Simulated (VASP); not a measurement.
# LiNbO3 (R3c) in VASP: vibrations by perturbation theory with PBE

Aim: the vibrations by perturbation theory of LiNbO3 with PBE.

All numbers are computed with VASP 6.6.1; they aren't measurements. Logs are shortened: lines on timing, memory, paths and dates and some standing lists are left out, and cuts for length are marked.

## (1) The cell of the first run

Symmetry: R3c, No. 161, trigonal system. The conventional cell has a = 5.150 Å, b = 5.150 Å, c = 13.874 Å, α = 90.00°, β = 90.00°, γ = 120.00°. Within 2.7 Å of Li (site symmetry 3) lie 6 O at 2.05 to 2.25 Å. Nb (site symmetry 3) has 6 O at 1.88 to 2.14 Å within 2.5 Å. Within 2.5 Å of O (site symmetry 1) lie 2 Nb at 1.88 to 2.14 Å and 2 Li at 2.05 to 2.25 Å.

## (2) Vibrations by perturbation theory, PBE

Input file INCAR:

```
SYSTEM = LiNbO3
PREC = Accurate
ENCUT = 750
EDIFF = 1E-8
ISMEAR = 0
SIGMA = 0.01
LREAL = .FALSE.
LASPH = .TRUE.
NELM = 120
ALGO = Normal
ISIF = 2
LWAVE = .FALSE.
LCHARG = .FALSE.
GGA = PE
IBRION = 8
NSW = 1
LEPSILON = .TRUE.
GGA_COMPAT = .FALSE.
KPAR = 4
```

Input file KPOINTS:

```
Automatic mesh
0
G
  5 5 5
  0 0 0
```

Input file POSCAR:

```
LiNbO3
1.0
    2.5752491681      1.4868208005      4.6247300000
   -2.5752491681      1.4868208005      4.6247300000
    0.0000000000     -2.9736416009      4.6247300000
Li Nb O
2 2 6
Direct
    0.2815146512      0.2815146512      0.2815146512
    0.7815146512      0.7815146512      0.7815146512
    0.0001623344      0.0001623344      0.0001623344
    0.5001623344      0.5001623344      0.5001623344
    0.1070732073      0.3630694210      0.7198503861
    0.7198503861      0.1070732073      0.3630694210
    0.3630694210      0.7198503861      0.1070732073
    0.2198503861      0.8630694210      0.6070732073
    0.8630694210      0.6070732073      0.2198503861
    0.6070732073      0.2198503861      0.8630694210
```

Potentials or basis: VASP PAW PBE potentials, release 64 (Li_sv, Nb_sv, O).

Started as:

```sh
$ cat potpaw_PBE.64/Li_sv/POTCAR potpaw_PBE.64/Nb_sv/POTCAR potpaw_PBE.64/O/POTCAR > POTCAR
$ mpirun -np 4 vasp_std > vasp.out
```

OUTCAR:

```text
SYSTEM = LiNbO3
   PREC = Accurate
   ENCUT = 750
   EDIFF = 1E-8
   ISMEAR = 0
   LREAL = .FALSE.
   LASPH = .TRUE.
   NELM = 120
   ISIF = 2
   GGA = PE
   IBRION = 8
   NSW = 1
   LEPSILON = .TRUE.

 ion  position               nearest neighbor table
   1  0.282  0.282  0.282-   9 2.05  10 2.05   8 2.05   6 2.25   5 2.25   7 2.25
   2  0.782  0.782  0.782-   5 2.05   6 2.05   7 2.05  10 2.25   9 2.25   8 2.25
   3  0.000  0.000  0.000-   7 1.88   6 1.88   5 1.88  10 2.14   8 2.14   9 2.14
   4  0.500  0.500  0.500-   8 1.88  10 1.88   9 1.88   6 2.14   7 2.14   5 2.14
   5  0.107  0.363  0.720-   3 1.88   2 2.05   4 2.14   1 2.25
   6  0.720  0.107  0.363-   3 1.88   2 2.05   4 2.14   1 2.25
   7  0.363  0.720  0.107-   3 1.88   2 2.05   4 2.14   1 2.25
   8  0.220  0.863  0.607-   4 1.88   1 2.05   3 2.14   2 2.25
   9  0.863  0.607  0.220-   4 1.88   1 2.05   3 2.14   2 2.25
  10  0.607  0.220  0.863-   4 1.88   1 2.05   3 2.14   2 2.25

  LATTYP: Found a trigonal (rhomboedric) cell.
 ALAT       =     5.4982426232
 COS(alpha) =     0.5612463864

  Lattice vectors:

 A1 = (   2.5752491681,   1.4868208005,   4.6247300000)
 A2 = (  -2.5752491681,   1.4868208005,   4.6247300000)
 A3 = (   0.0000000000,  -2.9736416009,   4.6247300000)

Analysis of symmetry for initial positions (statically):
[... 1193 lines left out ...]
  3Y     0.392120    1.907220   -0.000000   -1.159710    0.402234    0.000000   -0.009250  -26.556599   -0.000000   10.620532   11.332596    0.000000   -4.945910    8.517851    4.307591    3.082187    7.137959   -3.611108   -2.126883    0.875370   -0.696483   -3.775074   -0.483187    1.606260   -1.664585   -3.146392   -1.697708   -0.413426    0.012948    0.091448
  3Z     0.000000   -0.000000   -1.377608   -0.000000    0.000000    2.552027    0.000000   -0.000000  -24.856184    0.000000    0.000000   13.473952   -2.965405    4.373231    2.803061   -2.304627   -4.754732    2.803061    5.270032    0.381501    2.803061    1.162204   -0.654048    0.599543   -1.147524   -0.679474    0.599543   -0.014680    1.333522    0.599543
  4X     0.402234   -1.159710    0.000000    1.907220    0.392120    0.000000   11.332596   10.620532   -0.000000  -26.556599   -0.009250   -0.000000    0.735305   -2.237472   -0.874577   -2.424035   -3.488630    1.907547   -1.927900   -0.126982   -1.032970   10.145417   -0.533521   -4.571863    2.502935    2.285505    1.682759    3.882828   -5.742591    2.889103
  4Y     1.159710    0.402234    0.000000   -0.392120    1.907220   -0.000000  -10.620532   11.332596    0.000000    0.009250  -26.556599   -0.000000    1.664585   -3.146392   -1.697708    0.413426    0.012948    0.091448    3.775074   -0.483187    1.606260    2.126883    0.875370   -0.696483    4.945910    8.517851    4.307591   -3.082187    7.137959   -3.611108
  4Z     0.000000    0.000000    2.552027   -0.000000   -0.000000   -1.377608    0.000000    0.000000   13.473952   -0.000000   -0.000000  -24.856184    1.147524   -0.679474    0.599543    0.014680    1.333522    0.599543   -1.162204   -0.654048    0.599543   -5.270032    0.381501    2.803061    2.965405    4.373231    2.803061    2.304627   -4.754732    2.803061
  5X     0.271647    0.039929   -0.039812    0.156181   -0.062069    0.055297    2.504751   -4.951466   -2.978125    0.728880    1.667654    1.164482   -8.449756    3.841115    2.178387    1.018749    0.794793    0.300393    1.589885   -1.124213    0.371089    0.567704   -0.374470   -1.814929    1.095680    0.003846   -0.368883    0.516279    0.164879    1.132101
  5Y    -0.279624   -0.396827    0.454785    0.586597    0.402852   -0.008408   -2.278959    8.522061    4.394751   -2.239700   -3.146047   -0.701571    3.832859  -16.684592   -7.547219    2.730816    3.816841   -0.946826   -3.061572    3.243997   -1.237763   -0.643146   -0.023018    1.469809   -0.004328    4.631264    2.379213    1.357055   -0.366531    1.743229
  5Z     0.040642    0.372830   -0.242234    0.163658    0.082695    0.449775   -1.682200    4.311823    2.808855   -0.872261   -1.700505    0.595134    2.174080   -7.546089  -10.227178    0.886436    0.940978   -1.025632   -0.974166    0.212728   -1.027209   -2.179318    0.837064    3.301453    0.368554    2.379608    2.705577    2.074575    0.108869    2.661459
  6X    -0.333499   -0.069757   -0.373949    0.568311   -0.348654   -0.020367    3.886868    3.076924   -2.316904   -2.425018    0.418796    0.025337    1.017971    2.731377    0.886389  -11.302955   -5.480154    5.446890    4.643952   -0.637804    0.669779    3.747160    1.535160   -1.876017    0.513188   -1.358839   -2.075731   -0.315978    0.132952   -0.365428
  6Y    -0.389310    0.208320   -0.261870    0.300013   -0.009279    0.052093    5.749431    7.139944   -4.776507   -3.488558    0.007851    1.359256    0.794019    3.815911    0.940254   -5.488410  -13.831394    5.660148    1.298218    0.191638    0.733561    1.526986    1.979785   -1.509069   -0.166664   -0.363440    0.108813   -0.135725    0.860664   -2.306679
  6Z    -0.343201   -0.151218   -0.242234   -0.153445    0.100384    0.449775   -2.893048   -3.612739    2.808855    1.908811    0.094852    0.595134    0.302856   -0.950016   -1.027209    5.448065    5.655853  -10.227178   -1.258128    0.297187   -1.025632   -2.245078   -0.870627    2.705577   -1.131571    1.742201    2.661459    0.364740   -2.305877    3.301453
  7X    -0.125917    0.509158    0.413761    0.114057   -0.562277   -0.034931   10.148599   -2.134219    5.295028   -1.929612    3.774581   -1.189819    1.590684   -3.061023   -0.970172    4.642967    1.298874   -1.257479  -17.948812    1.651423   -7.625277   -0.804845   -0.594303    0.943630    0.565303    0.644532    2.180356    3.747576   -1.526745    2.244900
  7Y     0.189605    0.000738   -0.192914    0.086389    0.444976   -0.043685    0.538288    0.878213    0.381756   -0.132773   -0.487554   -0.657685   -1.125000    3.244906    0.213265   -0.638485    0.190915    0.297509    1.643167   -7.185537    1.887071    0.597872    0.954593   -1.852043    0.375856   -0.020617    0.836870   -1.534919    1.979368   -0.870144
  7Z     0.302559   -0.221612   -0.242234   -0.010213   -0.183080    0.449775    4.575248   -0.699084    2.808855   -1.036550    1.605653    0.595134    0.371693   -1.238165   -1.025632    0.671311    0.737289   -1.027209   -7.622145    1.890236  -10.227178   -0.943004   -1.851069    2.661459    1.814578    1.468813    3.301453    1.876524   -1.508981    2.705577
  8X     0.114057    0.562277    0.034931   -0.125917   -0.509158   -0.413761   -1.929612   -3.774581    1.189819   10.148599    2.134219   -5.295028    0.565303   -0.644532   -2.180356    3.747576    1.526745   -2.244900   -0.804845    0.594303   -0.943630  -17.948812   -1.651423    7.625277    1.590684    3.061023    0.970172    4.642967   -1.298874    1.257479
  8Y    -0.086389    0.444976   -0.043685   -0.189605    0.000738   -0.192914    0.132773   -0.487554   -0.657685   -0.538288    0.878213    0.381756   -0.375856   -0.020617    0.836870    1.534919    1.979368   -0.870144   -0.597872    0.954593   -1.852043   -1.643167   -7.185537    1.887071    1.125000    3.244906    0.213265    0.638485    0.190915    0.297509
  8Z     0.010213   -0.183080    0.449775   -0.302559   -0.221612   -0.242234    1.036550    1.605653    0.595134   -4.575248   -0.699084    2.808855   -1.814578    1.468813    3.301453   -1.876524   -1.508981    2.705577    0.943004   -1.851069    2.661459    7.622145    1.890236  -10.227178   -0.371693   -1.238165   -1.025632   -0.671311    0.737289   -1.027209
  9X     0.156181    0.062069   -0.055297    0.271647   -0.039929    0.039812    0.728880   -1.667654   -1.164482    2.504751    4.951466    2.978125    1.095680   -0.003846    0.368883    0.516279   -0.164879   -1.132101    0.567704    0.374470    1.814929    1.589885    1.124213   -0.371089   -8.449756   -3.841115   -2.178387    1.018749   -0.794793   -0.300393
  9Y    -0.586597    0.402852   -0.008408    0.279624   -0.396827    0.454785    2.239700   -3.146047   -0.701571    2.278959    8.522061    4.394751    0.004328    4.631264    2.379213   -1.357055   -0.366531    1.743229    0.643146   -0.023018    1.469809    3.061572    3.243997   -1.237763   -3.832859  -16.684592   -7.547219   -2.730816    3.816841   -0.946826
  9Z    -0.163658    0.082695    0.449775   -0.040642    0.372830   -0.242234    0.872261   -1.700505    0.595134    1.682200    4.311823    2.808855   -0.368554    2.379608    2.705577   -2.074575    0.108869    2.661459    2.179318    0.837064    3.301453    0.974166    0.212728   -1.027209   -2.174080   -7.546089  -10.227178   -0.886436    0.940978   -1.025632
 10X     0.568311    0.348654    0.020367   -0.333499    0.069757    0.373949   -2.425018   -0.418796   -0.025337    3.886868   -3.076924    2.316904    0.513188    1.358839    2.075731   -0.315978   -0.132952    0.365428    3.747160   -1.535160    1.876017    4.643952    0.637804   -0.669779    1.017971   -2.731377   -0.886389  -11.302955    5.480154   -5.446890
 10Y    -0.300013   -0.009279    0.052093    0.389310    0.208320   -0.261870    3.488558    0.007851    1.359256   -5.749431    7.139944   -4.776507    0.166664   -0.363440    0.108813    0.135725    0.860664   -2.306679   -1.526986    1.979785   -1.509069   -1.298218    0.191638    0.733561   -0.794019    3.815911    0.940254    5.488410  -13.831394    5.660148
 10Z     0.153445    0.100384    0.449775    0.343201   -0.151218   -0.242234   -1.908811    0.094852    0.595134    2.893048   -3.612739    2.808855    1.131571    1.742201    2.661459   -0.364740   -2.305877    3.301453    2.245078   -0.870627    2.705577    1.258128    0.297187   -1.025632   -0.302856   -0.950016   -1.027209   -5.448065    5.655853  -10.227178

 Eigenvectors and eigenvalues of the dynamical matrix
   1 f  =   25.953071 THz   163.067954 2PiTHz  865.701265 cm-1   107.333229 meV
   2 f  =   19.685199 THz   123.685754 2PiTHz  656.627564 cm-1    81.411405 meV
   3 f  =   19.685199 THz   123.685754 2PiTHz  656.627564 cm-1    81.411405 meV
   4 f  =   18.402708 THz   115.627624 2PiTHz  613.848260 cm-1    76.107450 meV
   5 f  =   17.066225 THz   107.230256 2PiTHz  569.267999 cm-1    70.580205 meV
   6 f  =   17.066225 THz   107.230256 2PiTHz  569.267999 cm-1    70.580205 meV
[... 19 lines left out ...]
  26 f  =    4.470757 THz    28.090592 2PiTHz  149.128387 cm-1    18.489555 meV
  27 f  =    4.470757 THz    28.090592 2PiTHz  149.128387 cm-1    18.489555 meV
  28 f/i=    0.011844 THz     0.074419 2PiTHz    0.395077 cm-1     0.048983 meV
  29 f/i=    0.042608 THz     0.267713 2PiTHz    1.421245 cm-1     0.176212 meV
  30 f/i=    0.042608 THz     0.267713 2PiTHz    1.421245 cm-1     0.176212 meV

 MACROSCOPIC STATIC DIELECTRIC TENSOR IONIC CONTRIBUTION
 ------------------------------------------------------
          36.190207     0.000000    -0.000000
           0.000000    36.190207     0.000000
          -0.000000     0.000000    20.555194
 ------------------------------------------------------

 ELASTIC MODULI CONTR FROM IONIC RELAXATION (kBar)
 Direction    XX          YY          ZZ          XY          YZ          ZX
 --------------------------------------------------------------------------------
 XX       -1810.7264   -711.9426   -735.7162     -0.0000    407.5123     -0.0000
 YY        -711.9426  -1810.7264   -735.7162      0.0000   -407.5123      0.0000
 ZZ        -735.7162   -735.7162   -514.3958      0.0000     -0.0000      0.0000
 XY          -0.0000      0.0000      0.0000   -549.3938      0.0000    408.4799
 YZ         407.5123   -407.5123     -0.0000      0.0000   -892.1299     -0.0000
 ZX          -0.0000      0.0000      0.0000    408.4799     -0.0000   -892.1061
 --------------------------------------------------------------------------------

 PIEZOELECTRIC TENSOR IONIC CONTR  for field in x, y, z        (C/m^2)
          XX          YY          ZZ          XY          YZ          ZX
  --------------------------------------------------------------------------------
  x     0.00000     0.00000     0.00000    -2.73863     0.00000     3.72119
  y    -2.73863     2.73863     0.00000    -0.00000     3.71188    -0.00000
  z     0.58746     0.58746     1.09279     0.00000     0.00000    -0.00000
```

It took 89 min on 4 MPI ranks of Intel Xeon Platinum 8488C (Sapphire Rapids), shared host; peak memory 1.3 GiB.

Results:

| Quantity | Value |
| --- | --- |
| Electronic dielectric tensor (diagonal) | 5.42, 5.42, 5.15 |
| Born charges (mean of the diagonal) | Li +1.15; Nb +6.93; O -2.70 e |
| Highest phonon frequency at Γ, LO-TO splitting left out | 866 cm⁻¹ |

Phonon frequencies in cm⁻¹ (negative: imaginary):
```tsv
q point	frequencies
(0.000, 0.000, 0.000)	-1 -1 0 149 149 213 221 221 244 262 262 270 294 311 311 335 357 357 369 369 395 418 418 443 569 569 614 657 657 866
```

Electronic dielectric tensor:
```
5.42 0.00 0.00
0.00 5.42 0.00
0.00 0.00 5.15
```

Born effective charge tensors (e):
atom 1, Li
```
 1.21 -0.27  0.00
 0.27  1.21  0.00
 0.00  0.00  1.03
```
atom 2, Li
```
 1.21  0.27  0.00
-0.27  1.21  0.00
 0.00  0.00  1.03
```
atom 3, Nb
```
 7.16  1.59  0.00
-1.59  7.16  0.00
 0.00  0.00  6.49
```
atom 4, Nb
```
 7.16 -1.59  0.00
 1.59  7.16  0.00
 0.00  0.00  6.49
```
atom 5, O
```
-1.57  0.24  0.14
 0.35 -4.01 -1.78
 0.16 -1.68 -2.51
```
atom 6, O
```
-3.14 -1.26  1.47
-1.15 -2.44  1.01
 1.37  0.98 -2.51
```
atom 7, O
```
-3.66  0.86 -1.61
 0.96 -1.92  0.77
-1.54  0.70 -2.51
```
atom 8, O
```
-3.66 -0.86  1.61
-0.96 -1.92  0.77
 1.54  0.70 -2.51
```
atom 9, O
```
-1.57 -0.24 -0.14
-0.35 -4.01 -1.78
-0.16 -1.68 -2.51
```
atom 10, O
```
-3.14  1.26 -1.47
 1.15 -2.44  1.01
-1.37  0.98 -2.51
```

Caveat: the cell stands under pressure or tension, which shifts response properties.
